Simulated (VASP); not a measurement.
Crystal: MgO.

```
Mg O
1.0
     2.62335    0.00000    0.00000
     0.00000    2.62335    0.00000
     0.00000    0.00000    2.62335
Mg O
1 1
Cartesian
  0.0000 0.0000 0.0000
  1.3117 1.3117 1.3117
```

Base run:

| Item | Value |
| --- | --- |
| Program | VASP 6.6.1 |
| Functional | PBE0 |
| Potentials or basis | VASP PAW PBE potentials, release 64 (Mg, O) |
| Cutoff | 520 eV |
| k mesh | 6 × 6 × 6 |
| Occupations | gaussian, width 0.01 eV |
| Spin | no spin polarisation |

Its results: band gap on the k mesh 4.90 eV (least direct gap 6.00 eV); pressure -1.1 GPa.

Problem. The run is repeated on the same cell with these changes: functional from PBE0 to HF; share of exact exchange from 0.25 to 1. What comes out?

Solution. Band gap on the k mesh 12.75 eV (least direct gap 14.08 eV); pressure -4.1 GPa.

Caveats: the PAW data sets were made with another functional, which shifts forces and pressure a little; the cell stands under tension (at least some runs).

A k mesh can miss the band edges.
